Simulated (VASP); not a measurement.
# P (R-3m) in VASP: notebook, part 2 of 2

VASP 6.6.1.

### 4 Single point, PBEsol

This run uses another cell than the first one, of 16.80 Å³/atom.

File INCAR:

```
PREC = Accurate ; ENCUT = 520
EDIFF = 1E-6 ; ISMEAR = -1
SIGMA = 0.05 ; LREAL = F
LASPH = T ; NELM = 80
ALGO = Normal ; ISIF = 2
LWAVE = F ; LCHARG = F
GGA = PS ; NBANDS = 12
```

File KPOINTS:

```
regular mesh
0
Gamma
  8 8 8
```

File POSCAR:

```
P
1.0
    1.7602396816      1.0162748540      3.1296800121
   -1.7602396816      1.0162748540      3.1296800121
    0.0000000000     -2.0325497079      3.1296800121
P
2
Direct
    0.7729197500      0.7729197500      0.7729197500
    0.2270802500      0.2270802500      0.2270802500
```

Potentials or basis: VASP PAW PBE potentials, release 64 (P).

The run is started by

```console
$ cat potpaw_PBE.64/P/POTCAR > POTCAR
$ mpirun -np 1 vasp_std > vasp.out
```

OUTCAR:

```text
PREC = Accurate
   ENCUT = 520
   EDIFF = 1E-6
   ISMEAR = -1
   LREAL = F
   LASPH = T
   NELM = 80
   ISIF = 2
   GGA = PS

 ion  position               nearest neighbor table
   1  0.773  0.773  0.773-   2 2.33   2 2.33   2 2.33   2 2.85   2 2.85   2 2.85
   2  0.227  0.227  0.227-   1 2.33   1 2.33   1 2.33   1 2.85   1 2.85   1 2.85

  LATTYP: Found a trigonal (rhomboedric) cell.
 ALAT       =     3.7317764260
 COS(alpha) =     0.5550180691

  Lattice vectors:

 A1 = (   1.7602396816,   1.0162748540,   3.1296800121)
 A2 = (  -1.7602396816,   1.0162748540,   3.1296800121)
 A3 = (   0.0000000000,  -2.0325497079,   3.1296800121)

Analysis of symmetry for initial positions (statically):
=====================================================================
 Subroutine PRICEL returns:
 Original cell was already a primitive cell.

 Routine SETGRP: Setting up the symmetry group for a
 trigonal (rhombohedral) supercell.

 Subroutine GETGRP returns: Found 12 space group operations
 (whereof 12 operations were pure point group operations)
 out of a pool of 12 trial point group operations.

The static configuration has the point symmetry D_3d.

[... 165 lines left out ...]
 fundamental gap:      0.1235367642
 Fermi energy:         8.4037841448

 k-point     1 :       0.0000    0.0000    0.0000
  band No.  band energies     occupation
      1      -7.7423      2.00000
      2       4.6235      2.00000
      3       5.4902      2.00000
      4       5.4902      2.00000
      5       5.5314      2.00000
      6       9.6542      0.00000
      7      10.9661      0.00000
      8      10.9661      0.00000
      9      14.0700      0.00000
     10      14.0700      0.00000
     11      15.3574      0.00000
     12      15.5069      0.00000
[... 331 lines left out ...]
 k-point    24 :       0.3750    0.1250    0.1250
  band No.  band energies     occupation
      1      -6.3618      2.00000
      2      -0.1264      2.00000
      3       3.2999      2.00000
      4       5.2337      2.00000
      5       8.3418      1.55134
      6       8.8057      0.00065
      7       9.1689      0.00000
      8      12.0637      0.00000
      9      13.6666      0.00000
     10      14.6882      0.00000
     11      16.7323      0.00000
     12      19.7719      0.00000

 [... further k-points ...]
[... 5 lines left out ...]
  --------------------------------------------------------------------------------------
  -------------------------------------------------------------------------------------
  Total       -1.1676493     -1.1676493     -0.8807883     -0.0000000     -0.0000000     -0.0000000
  in kB      -55.6914882    -55.6914882    -42.0095441     -0.0000000     -0.0000000     -0.0000000
  external PRESSURE =     -51.1308402 kB  Pullay stress =       0.0000000 kB

 VOLUME and BASIS-vectors are now :
 -----------------------------------------------------------------------------
  energy-cutoff  :      520.00
  volume of cell :       33.59
      direct lattice vectors                 reciprocal lattice vectors
     1.760239682  1.016274854  3.129680012     0.284052226  0.163997629  0.106507161
    -1.760239682  1.016274854  3.129680012    -0.284052226  0.163997629  0.106507161
     0.000000000 -2.032549708  3.129680012     0.000000000 -0.327995258  0.106507161

 POSITION                                       TOTAL-FORCE (eV/Angst)
 -----------------------------------------------------------------------------------
      0.00000      0.00000      7.25697         0.000000     -0.000000     -0.002326
      0.00000      0.00000      2.13207         0.000000      0.000000      0.002326
 -----------------------------------------------------------------------------------
    total drift:                                0.000000     -0.000000     -0.000000

  FREE ENERGIE OF THE ION-ELECTRON SYSTEM (eV)
  ---------------------------------------------------
  free  energy   TOTEN  =       -11.5345461321 eV

  energy  without entropy=      -11.5323773550  energy(sigma->0) =      -11.53346174
```

OSZICAR:

```text
N       E                     dE             d eps       ncg     rms          rms(c)
DAV:   1     0.205458391803E+02    0.20546E+02   -0.44026E+03  1560   0.709E+02
DAV:   2    -0.103607754398E+02   -0.30907E+02   -0.29521E+02  2060   0.117E+02
DAV:   3    -0.115706469485E+02   -0.12099E+01   -0.11987E+01  2012   0.215E+01
DAV:   4    -0.115786383128E+02   -0.79914E-02   -0.79900E-02  1828   0.213E+00
DAV:   5    -0.115787063375E+02   -0.68025E-04   -0.68023E-04  2032   0.189E-01    0.637E+00
DAV:   6    -0.115502272929E+02    0.28479E-01   -0.57504E-03  1868   0.448E-01    0.377E+00
DAV:   7    -0.115344357059E+02    0.15792E-01   -0.13242E-02  1876   0.710E-01    0.800E-02
DAV:   8    -0.115345332095E+02   -0.97504E-04   -0.83545E-04  1832   0.192E-01    0.412E-02
DAV:   9    -0.115345429506E+02   -0.97411E-05   -0.23342E-05  2020   0.327E-02    0.247E-02
DAV:  10    -0.115345460045E+02   -0.30539E-05   -0.28328E-06  1856   0.109E-02    0.423E-03
DAV:  11    -0.115345461321E+02   -0.12762E-06   -0.22240E-07  1108   0.303E-03
   1 F= -.11534546E+02 E0= -.11533462E+02  d E =-.216878E-02
```

stdout:

```text
POSCAR found type information on POSCAR P
 POSCAR found :  1 types and       2 ions
 scaLAPACK will be used
 -----------------------------------------------------------------------------
|                                                                             |
|                                                                             |
|     You enforced a specific xc type in the INCAR file but a different       |
|     I HOPE YOU KNOW WHAT YOU ARE DOING!                                     |
|                                                                             |
 -----------------------------------------------------------------------------

 LDA part: xc-table for (Slater+PW92), standard interpolation
 POSCAR, INCAR and KPOINTS ok, starting setup
 FFT: planning ... GRIDC
 FFT: planning ... GRID_SOFT
 FFT: planning ... GRID
 WAVECAR not read
 entering main loop
```

Run time: 25 s. Hardware: 1 thread of Intel Xeon 8259CL, shared host; peak memory 0.16 GiB.

Results:

```yaml
Free_energy: -11.5345 eV
Pressure: -5.1 GPa
Band_gap_on_the_k_mesh: zero (bands 5 and 6 overlap by 0.39 eV)
```

Forces on the atoms (eV/Å):
```
P    0.000  0.000 -0.002
P    0.000  0.000  0.002
```

Stress tensor (GPa, compression positive):
```
-5.57  0.00  0.00
 0.00 -5.57  0.00
 0.00  0.00 -4.20
```

Caveat: the cell stands under tension; the PAW data sets were made with another functional, which shifts forces and pressure a little.

### 5 Single point, PBEsol

This run uses another cell than the first one, of 17.46 Å³/atom.

File INCAR:

```
ALGO     = Normal         # electronic algorithm
EDIFF    = 1E-7           # SCF threshold, eV
ENCUT    = 520            # plane-wave cutoff, eV
GGA      = PS             # functional
ISIF     = 2              # what is computed and relaxed
ISMEAR   = -1             # smearing method
LASPH    = T              # aspherical terms in the spheres
LCHARG   = F              # write CHGCAR
LREAL    = F              # projectors in reciprocal space
LWAVE    = F              # write WAVECAR
NBANDS   = 12             # bands
NELM     = 80             # most SCF steps
PREC     = Accurate       # precision mode
SIGMA    = 0.05           # smearing width, eV
```

File KPOINTS:

```
k-points
0
Gamma
  8 8 8
```

File POSCAR:

```
P
1.0
    1.7947541851      1.0362018119      3.1296800121
   -1.7947541851      1.0362018119      3.1296800121
    0.0000000000     -2.0724036238      3.1296800121
P
2
Direct
    0.7729197500      0.7729197500      0.7729197500
    0.2270802500      0.2270802500      0.2270802500
```

The run is started by

```console
$ cat potpaw_PBE.64/P/POTCAR > POTCAR
$ mpirun -np 1 vasp_std > vasp.out
```

Run time: 27 s. Hardware: 1 thread of Intel Xeon 8259CL, shared host; peak memory 0.16 GiB.

It converged, with:

* Free energy: -11.4701 eV
* Pressure: -8.4 GPa
* Largest force: 0.144 eV/Å
* Band gap on the k mesh: zero (bands 5 and 6 overlap by 0.30 eV)

Forces on the atoms (eV/Å):
```
P    0.000  0.000  0.144
P    0.000  0.000 -0.144
```

Stress tensor (GPa, compression positive):
```
-9.87  0.00  0.00
 0.00 -9.87  0.00
 0.00  0.00 -5.48
```

Levels at points of the mesh, in eV from the Fermi level:
```
           k point  band 2  band 3  band 4  band 5  band 6  band 7  band 8  band 9
(0.00, 0.00, 0.00)   -3.90   -2.82   -2.82   -2.50    1.35    2.62    2.62    5.70
(0.50, 0.00, 0.00)  -11.42   -3.52   -2.83   -0.49   -0.29    0.41    0.57    9.41
(0.50, 0.50, 0.00)   -9.54   -6.54   -5.14   -4.80    0.41    5.78    7.00    7.78
(0.50, 0.50, 0.50)  -10.26   -2.71   -2.71   -0.52   -0.21   -0.21    1.82    8.58
```

Caveat: the cell stands under tension; the PAW data sets were made with another functional, which shifts forces and pressure a little.

### 6 Summary

| cell | gap on the mesh (eV) | pressure (GPa) | largest force (eV/Å) |
| --- | --- | --- | --- |
| a = 3.700 Å, angles 55.0°, 2 atoms | none | 0.2 | 0.37 |
| a = 3.721 Å, angles 55.9°, 2 atoms | none | -3.3 | 0.08 |
| a = 3.732 Å, angles 56.3°, 2 atoms | none | -5.1 | - |
| a = 3.754 Å, angles 57.1°, 2 atoms | none | -8.4 | 0.14 |

Alike in all rows: task single point; level PBEsol; potentials or basis VASP PAW PBE potentials, release 64 (P); no spin polarisation; k mesh 8 × 8 × 8; cutoff (eV) 520; smearing fermi-dirac 0.05 eV.

Caveats: the PAW data sets were made with another functional, which shifts forces and pressure a little; the cell stands under tension (at least some runs).

Absolute energies hang on the potentials; compare differences alone.
